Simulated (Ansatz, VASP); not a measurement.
## One calculation of MnN2, two programs

The input INCAR:

```
  PREC = Accurate
  ENCUT = 520
  EDIFF = 1E-7
  ISMEAR = 0
  SIGMA = 0.1
  LREAL = F
  LASPH = T
  NELM = 150
  ALGO = Normal
  ISIF = 2
  LWAVE = F
  LCHARG = T
  ISPIN = 2
  MAGMOM = 2.77 0 0
  LORBIT = 11
  LMAXMIX = 4
  GGA = PE
  IVDW = 12
  LELF = T
  LVHAR = T
  NBANDS = 22
```

Contents of KPOINTS:

```
Automatic mesh
0
Gamma
  6 6 4
```

File POSCAR:

```
MnN2
1.0
    2.9897918823      0.0000000000      0.0000000000
   -1.4948959411      2.5892357221      0.0000000000
    0.0000000000      0.0000000000      5.1943101764
Mn N
1 2
Direct
    0.0000000000      0.0000000000      0.0000000000
    0.6666666667      0.3333333333      0.7930723453
    0.3333333333      0.6666666667      0.2069276547
```

Input for Ansatz:

```yaml
crystal:
  lattice:
    - [2.9897918823, 0.0, 0.0]
    - [-1.4948959411, 2.5892357221, 0.0]
    - [0.0, 0.0, 5.1943101764]
  atoms:
    - { symbol: Mn, position: [0.0, 0.0, 0.0], spin: 2.77 }
    - { symbol: "N", position: [0.6666666667, 0.3333333333, 0.7930723453] }
    - { symbol: "N", position: [0.3333333333, 0.6666666667, 0.2069276547] }
basis:
  ecutwfc: 420
kpoints:
  mp_grid: { grid: [6, 6, 4] }
hamiltonian:
  xc: pbe
  dispersion: d3bj
scf:
  occupations: { method: gaussian, width: 0.1 }
  lower_state_search: "off"
output:
  forces: true
  stress: true
  eigenvalues: true
  populations: true
magnetization:
  spin_polarized: true
```

Alike in both runs: task single point; functional PBE; dispersion D3(BJ); k mesh 6 × 6 × 4; occupations gaussian, width 0.1 eV; collinear spin.

|  | VASP | Ansatz |
| --- | --- | --- |
| version | VASP 6.6.1 | Ansatz 0.2.0 |
| potentials or method | VASP PAW PBE potentials, release 64 (Mn_pv, N), cutoff 520 eV | scalar-relativistic, plane waves, PAW |
| valence electrons in the cell | 23 | 25 |

```csv
,VASP,Ansatz,Ansatz less VASP
gap on the k mesh at the Fermi level (eV),none,none,-
pressure (GPa),-20.7,-21.1,-0.46
"traceless stress, the component that is largest in VASP (GPa)",1.71,1.86,+0.151
rms of the force components (eV/Å),0.907,0.931,+0.0243
net moment per atom (μB),0.37,0.37,+0.003
size of the moment on the site where the two differ most (μB),2.55,2.30,-0.242
```

Site moments also hang on the region over which each program counts them. Atom by atom the forces differ by 0.024 eV/Å (rms over components). A gap of «none» marks a metal or a gap that the smearing closes. VASP's potentials hold 23 valence electrons a cell and Ansatz's 25, so a difference there can come from the potentials and not from the codes.

The k mesh is coarse, so the values compare programs but aren't converged.
